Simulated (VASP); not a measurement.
# WS2 (P6_3/mmc) in VASP: notebook, part 3 of 3

VASP 6.6.1. The steps go on from the part before.

## 4. Single point, PBEsol

This run uses another cell than the first one, of 15.56 Å³/atom.

Contents of INCAR:

```
SYSTEM = WS2
ALGO = Normal
EDIFF = 1E-6
ENCUT = 520
GGA = PS
ISIF = 2
ISMEAR = -1
LASPH = .TRUE.
LCHARG = .FALSE.
LREAL = .FALSE.
LWAVE = .FALSE.
NBANDS = 35
NELM = 60
PREC = Accurate
SIGMA = 0.05
```

Contents of KPOINTS:

```
k-points
0
G
  10 10 3
  0 0 0
```

Contents of POSCAR:

```
WS2
1.0
    3.0759938897      0.0000000000      0.0000000000
   -1.5379969449      2.6638888504      0.0000000000
    0.0000000000      0.0000000000     11.3960853436
W S
2 4
Direct
    0.6666666667      0.3333333333      0.7500000000
    0.3333333333      0.6666666667      0.2500000000
    0.6666666667      0.3333333333      0.3883591703
    0.3333333333      0.6666666667      0.8883591703
    0.6666666667      0.3333333333      0.1116408297
    0.3333333333      0.6666666667      0.6116408297
```

Potentials or basis: VASP PAW PBE potentials, release 64 (W_sv, S).

Launch:

```bash
> cat potpaw_PBE.64/W_sv/POTCAR potpaw_PBE.64/S/POTCAR > POTCAR
> mpirun -np 1 vasp_std > vasp.out
```

OUTCAR:

```text
SYSTEM = WS2
   EDIFF = 1E-6
   ENCUT = 520
   GGA = PS
   ISIF = 2
   ISMEAR = -1
   LASPH = .TRUE.
   LREAL = .FALSE.
   NELM = 60
   PREC = Accurate

 ion  position               nearest neighbor table
   1  0.667  0.333  0.750-   4 2.37   6 2.37   4 2.37   6 2.37   4 2.37   6 2.37
   2  0.333  0.667  0.250-   3 2.37   5 2.37   3 2.37   5 2.37   3 2.37   5 2.37
   3  0.667  0.333  0.388-   2 2.37   2 2.37   2 2.37
   4  0.333  0.667  0.888-   1 2.37   1 2.37   1 2.37
   5  0.667  0.333  0.112-   2 2.37   2 2.37   2 2.37
   6  0.333  0.667  0.612-   1 2.37   1 2.37   1 2.37

  LATTYP: Found a hexagonal cell.
 ALAT       =     3.0759938897
 C/A-ratio  =     3.7048465479

  Lattice vectors:

 A1 = (   3.0759938897,   0.0000000000,   0.0000000000)
 A2 = (  -1.5379969449,   2.6638888504,   0.0000000000)
 A3 = (   0.0000000000,   0.0000000000,  11.3960853436)

Analysis of symmetry for initial positions (statically):
=====================================================================
 Subroutine PRICEL returns:
 Original cell was already a primitive cell.
[... 183 lines left out ...]
 cond. band min:       9.8880945979   @ k =   0.2000   0.2000   0.0000
 fundamental gap:      0.4995697257
 Fermi energy:         9.5944167468

 k-point     1 :       0.0000    0.0000    0.0000
  band No.  band energies     occupation
      1     -65.3213      2.00000
      2     -65.3212      2.00000
      3     -29.6668      2.00000
      4     -29.6665      2.00000
      5     -29.3907      2.00000
      6     -29.3907      2.00000
[... 901 lines left out ...]
     34      13.4347      0.00000
     35      14.3951      0.00000

 [... further k-points ...]

------------------------ aborting loop because EDIFF is reached ----------------------------------------

  FORCE on cell =-STRESS in cart. coord.  units (eV):
  Direction    XX          YY          ZZ          XY          YZ          ZX
  --------------------------------------------------------------------------------------
  -------------------------------------------------------------------------------------
  Total        5.9183043      5.9183043      5.9731562     -0.0000000      0.0000000      0.0000000
  in kB      101.5431451    101.5431451    102.4842661     -0.0000000      0.0000000      0.0000000
  external PRESSURE =     101.8568521 kB  Pullay stress =       0.0000000 kB

 VOLUME and BASIS-vectors are now :
 -----------------------------------------------------------------------------
  energy-cutoff  :      520.00
  volume of cell :       93.38
      direct lattice vectors                 reciprocal lattice vectors
     3.075993890  0.000000000  0.000000000     0.325098175  0.187695519  0.000000000
    -1.537996945  2.663888850  0.000000000     0.000000000  0.375391038  0.000000000
     0.000000000  0.000000000 11.396085344     0.000000000  0.000000000  0.087749431

 POSITION                                       TOTAL-FORCE (eV/Angst)
 -----------------------------------------------------------------------------------
      1.53800      0.88796      8.54706         0.000000     -0.000000      0.000000
     -0.00000      1.77593      2.84902         0.000000      0.000000      0.000000
      1.53800      0.88796      4.42577         0.000000      0.000000      0.016191
     -0.00000      1.77593     10.12382        -0.000000      0.000000      0.016191
      1.53800      0.88796      1.27227        -0.000000      0.000000     -0.016191
     -0.00000      1.77593      6.97031        -0.000000      0.000000     -0.016191
 -----------------------------------------------------------------------------------
    total drift:                               -0.000000      0.000000     -0.000000

  FREE ENERGIE OF THE ION-ELECTRON SYSTEM (eV)
  ---------------------------------------------------
  free  energy   TOTEN  =       -50.2035787851 eV

  energy  without entropy=      -50.2034975793  energy(sigma->0) =      -50.20353818
```

OSZICAR:

```text
N       E                     dE             d eps       ncg     rms          rms(c)
DAV:   1     0.513476415592E+03    0.51348E+03   -0.28537E+04  2104   0.152E+03
DAV:   2    -0.193501475090E+02   -0.53283E+03   -0.51372E+03  2236   0.423E+02
DAV:   3    -0.518005874832E+02   -0.32450E+02   -0.31887E+02  2423   0.988E+01
DAV:   4    -0.525416586577E+02   -0.74107E+00   -0.73666E+00  2351   0.154E+01
DAV:   5    -0.525545053992E+02   -0.12847E-01   -0.12838E-01  2397   0.216E+00    0.433E+01
DAV:   6    -0.505609541098E+02    0.19936E+01   -0.60297E+00  2249   0.170E+01    0.185E+01
DAV:   7    -0.503504117928E+02    0.21054E+00   -0.24201E+00  2117   0.770E+00    0.655E+00
DAV:   8    -0.502067444972E+02    0.14367E+00   -0.44269E-01  2211   0.444E+00    0.255E+00
DAV:   9    -0.502075990720E+02   -0.85457E-03   -0.53516E-02  2344   0.115E+00    0.138E+00
DAV:  10    -0.502040345520E+02    0.35645E-02   -0.28789E-02  2338   0.111E+00    0.512E-01
DAV:  11    -0.502035794696E+02    0.45508E-03   -0.32756E-03  2211   0.366E-01    0.943E-02
DAV:  12    -0.502035725456E+02    0.69240E-05   -0.11262E-04  2258   0.679E-02    0.617E-02
DAV:  13    -0.502035866428E+02   -0.14097E-04   -0.38606E-05  2297   0.407E-02    0.562E-02
DAV:  14    -0.502035790325E+02    0.76104E-05   -0.18495E-05  2276   0.274E-02    0.215E-02
DAV:  15    -0.502035787851E+02    0.24735E-06   -0.30223E-06  1879   0.964E-03
   1 F= -.50203579E+02 E0= -.50203538E+02  d E =-.812059E-04
```

stdout:

```text
POSCAR found type information on POSCAR W S
 POSCAR found :  2 types and       6 ions
 scaLAPACK will be used
 -----------------------------------------------------------------------------
|                                                                             |
|                                                                             |
|     You enforced a specific xc type in the INCAR file but a different       |
|     I HOPE YOU KNOW WHAT YOU ARE DOING!                                     |
|                                                                             |
 -----------------------------------------------------------------------------

 LDA part: xc-table for (Slater+PW92), standard interpolation
 POSCAR, INCAR and KPOINTS ok, starting setup
 FFT: planning ... GRIDC
 FFT: planning ... GRID_SOFT
 FFT: planning ... GRID
 WAVECAR not read
 entering main loop
```

Run time: 41 s. Hardware: 1 thread of AMD EPYC 9R45 (Zen 5), shared host; peak memory 0.22 GiB.

What came out:

```yaml
Free_energy: -50.2036 eV
Pressure: 10.2 GPa
Largest_force: 0.016 eV/Å
Band_gap_on_the_k_mesh: 0.50 eV (least direct gap 2.05 eV)
```

Forces in eV/Å, atoms in the order of the input:
```
W    0.000  0.000  0.000
W    0.000  0.000  0.000
S    0.000  0.000  0.016
S    0.000  0.000  0.016
S    0.000  0.000 -0.016
S    0.000  0.000 -0.016
```

Caveat: the cell stands under pressure; the PAW data sets were made with another functional, which shifts forces and pressure a little; spin-orbit coupling is left out, which moves the levels of the heavy elements.

## 5. Single point, PBEsol

This run uses another cell than the first one, of 16.35 Å³/atom.

Contents of INCAR:

```
SYSTEM = WS2
ALGO     = Normal         ! electronic algorithm
EDIFF    = 1E-7           ! SCF threshold, eV
ENCUT    = 520            ! plane-wave cutoff, eV
GGA      = PS             ! functional
ISIF     = 2              ! what is computed and relaxed
ISMEAR   = -1             ! smearing method
LASPH    = .True.         ! aspherical terms in the spheres
LCHARG   = .False.        ! write CHGCAR
LREAL    = .False.        ! projectors in reciprocal space
LWAVE    = .False.        ! write WAVECAR
NBANDS   = 35             ! bands
NELM     = 100            ! most SCF steps
PREC     = Accurate       ! precision mode
SIGMA    = 0.05           ! smearing width, eV
```

Contents of KPOINTS:

```
k-points
0
Gamma
  10 10 3
  0 0 0
```

Contents of POSCAR:

```
WS2
1.0
    3.1082437547      0.0000000000      0.0000000000
   -1.5541218774      2.6918180527      0.0000000000
    0.0000000000      0.0000000000     11.7230726263
W S
2 4
Direct
    0.6666666667      0.3333333333      0.7500000000
    0.3333333333      0.6666666667      0.2500000000
    0.6666666667      0.3333333333      0.3841707299
    0.3333333333      0.6666666667      0.8841707299
    0.6666666667      0.3333333333      0.1158292701
    0.3333333333      0.6666666667      0.6158292701
```

Launch:

```bash
> cat potpaw_PBE.64/W_sv/POTCAR potpaw_PBE.64/S/POTCAR > POTCAR
> mpirun -np 1 vasp_std > vasp.out
```

Wall time 45 s (1 thread of AMD EPYC 9R45 (Zen 5), shared host); peak memory 0.22 GiB.

Results (log left out):

| Item | Value |
| --- | --- |
| Free energy | -50.4234 eV |
| Pressure | 5.2 GPa |
| Largest force | 0.019 eV/Å |
| Band gap on the k mesh | 0.71 eV (least direct gap 2.21 eV) |

Forces in eV/Å, atoms in the order of the input:
```
W    0.000  0.000  0.000
W    0.000  0.000  0.000
S    0.000  0.000  0.019
S    0.000  0.000  0.019
S    0.000  0.000 -0.019
S    0.000  0.000 -0.019
```

Levels at points of the mesh, in eV from the valence-band top:
```
           k point  band 22  band 23  band 24  band 25  band 26  band 27  band 28  band 29  band 30  band 31
(0.00, 0.00, 0.00)    -2.27    -2.27    -1.62    -1.24     0.00     2.21     2.21     2.24     2.24     2.26
(0.50, 0.00, 0.00)    -2.96    -2.16    -2.03    -1.76    -1.72     2.34     2.41     2.43     2.95     2.98
```

Caveat: the cell stands under pressure; the PAW data sets were made with another functional, which shifts forces and pressure a little; spin-orbit coupling is left out, which moves the levels of the heavy elements. A k mesh can miss the band edges.

## 6. Single point, PBEsol

This run uses another cell than the first one, of 17.08 Å³/atom.

Contents of INCAR:

```
SYSTEM = WS2
PREC     = Accurate       ! precision mode
ENCUT    = 520            ! plane-wave cutoff, eV
EDIFF    = 1E-6           ! SCF threshold, eV
ISMEAR   = -1             ! smearing method
SIGMA    = 0.05           ! smearing width, eV
LREAL    = .FALSE.        ! projectors in reciprocal space
LASPH    = .TRUE.         ! aspherical terms in the spheres
NELM     = 60             ! most SCF steps
ALGO     = Normal         ! electronic algorithm
ISIF     = 2              ! what is computed and relaxed
LWAVE    = .FALSE.        ! write WAVECAR
LCHARG   = .FALSE.        ! write CHGCAR
GGA      = PS             ! functional
NBANDS   = 35             ! bands
```

Contents of KPOINTS:

```
regular mesh
0
G
  10 10 3
  0 0 0
```

Contents of POSCAR:

```
WS2
1.0
    3.1299135106      0.0000000000      0.0000000000
   -1.5649567553      2.7105846119      0.0000000000
    0.0000000000      0.0000000000     12.0786036857
W S
2 4
Direct
    0.6666666667      0.3333333333      0.7500000000
    0.3333333333      0.6666666667      0.2500000000
    0.6666666667      0.3333333333      0.3800003606
    0.3333333333      0.6666666667      0.8800003606
    0.6666666667      0.3333333333      0.1199996394
    0.3333333333      0.6666666667      0.6199996394
```

Potentials or basis: VASP PAW PBE potentials, release 64 (W_sv, S).

Launch:

```bash
> cat potpaw_PBE.64/W_sv/POTCAR potpaw_PBE.64/S/POTCAR > POTCAR
> mpirun -np 1 vasp_std > vasp.out
```

Run time: 44 s. Hardware: 1 thread of AMD EPYC 9R45 (Zen 5), shared host; peak memory 0.22 GiB.

Results (log left out):

```
Free energy            : -50.5192 eV
Pressure               : 2.1 GPa
Largest force          : 0.015 eV/Å
Band gap on the k mesh : 0.90 eV (least direct gap 2.21 eV)
```

Forces in eV/Å, atoms in the order of the input:
```
W    0.000  0.000  0.000
W    0.000  0.000  0.000
S    0.000  0.000  0.015
S    0.000  0.000  0.015
S    0.000  0.000 -0.015
S    0.000  0.000 -0.015
```

Levels at points of the mesh, in eV from the valence-band top:
| k point | band 24 | band 25 | band 26 | band 27 | band 28 | band 29 |
| --- | --- | --- | --- | --- | --- | --- |
| (0.00, 0.00, 0.00) | -1.41 | -1.41 | 0.00 | 2.31 | 2.31 | 2.33 |
| (0.50, 0.00, 0.00) | -1.84 | -1.73 | -1.61 | 2.36 | 2.42 | 2.55 |

Caveat: the PAW data sets were made with another functional, which shifts forces and pressure a little; spin-orbit coupling is left out, which moves the levels of the heavy elements; this functional lacks dispersion, which binds layers or chains, so the pressure and a relaxed spacing across them are unreliable. A k mesh can miss the band edges.

## 7. Overview

```tsv
cell	gap on the mesh (eV)	pressure (GPa)	largest force (eV/Å)
a = 2.974, b = 2.974, c = 10.818 Å, angles 90.0, 90.0, 120.0°, 6 atoms, atomic positions A	none	30.3	0.01
a = 3.021, b = 3.021, c = 11.042 Å, angles 90.0, 90.0, 120.0°, 6 atoms, atomic positions B	0.20	20.3	0.02
a = 3.076, b = 3.076, c = 11.396 Å, angles 90.0, 90.0, 120.0°, 6 atoms, atomic positions C	0.50	10.2	0.02
a = 3.108, b = 3.108, c = 11.723 Å, angles 90.0, 90.0, 120.0°, 6 atoms, atomic positions D	0.71	5.2	0.02
a = 3.130, b = 3.130, c = 12.079 Å, angles 90.0, 90.0, 120.0°, 6 atoms, atomic positions E	0.90	2.1	0.02
```

Alike in all rows: task single point; level PBEsol; potentials or basis VASP PAW PBE potentials, release 64 (W_sv, S); no spin polarisation; k mesh 10 × 10 × 3; cutoff (eV) 520; smearing fermi-dirac 0.05 eV.

Caveats: the PAW data sets were made with another functional, which shifts forces and pressure a little; spin-orbit coupling is left out, which moves the levels of the heavy elements; the cell stands under pressure (at least some runs); this functional lacks dispersion, which binds layers or chains, so the pressure and a relaxed spacing across them are unreliable (at least some runs).

Absolute energies hang on the potentials; compare differences alone.

The gap in the log of VASP goes by the Fermi energy; the results here count the filled bands.